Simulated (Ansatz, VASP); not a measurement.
Hg: VASP beside Ansatz

```xyz
4
Lattice="4.1703 1.0989 -0.0059 -1.1353 4.2133 0.0046 0.0008 -0.0030 6.1728" Properties=species:S:1:pos:R:3 pbc="T T T"
Hg    0.2041    3.4316    1.5449
Hg    0.1790    3.4348    4.6314
Hg    2.8568    1.8744    1.5404
Hg    2.8317    1.8775    4.6264
```

Change from the starting cell: cell x2, atoms moved at random (sigma 0.05 Å) and cell strained at random (1.5 %), then relaxed without symmetry.

Alike in both runs: functional PBE; k mesh 6 × 6 × 4; occupations gaussian, width 0.2 eV; no spin polarisation.

Ansatz relaxed the structure, and its values are those at the end. VASP's run is a single point on that final structure, the one shown.

|  | VASP | Ansatz |
| --- | --- | --- |
| version | VASP 6.6.1 | Ansatz 0.2.0 |
| potentials or method | VASP PAW PBE potentials, release 64 (Hg), cutoff 520 eV | scalar-relativistic, plane waves, PAW |
| valence electrons in the cell | 48 | 80 |

Ansatz gave:

| Item | Value |
| --- | --- |
| gap on the k mesh at the Fermi level (eV) | none |
| pressure (GPa) | 0.0 |

Q: Estimate VASP's values.

A: gap on the k mesh at the Fermi level (eV): none; pressure (GPa): 0.2.

A gap of «none» marks a metal or a gap that the smearing closes. VASP's potentials hold 48 valence electrons a cell and Ansatz's 80, so a difference there can come from the potentials and not from the codes.

Spin-orbit coupling is off throughout.
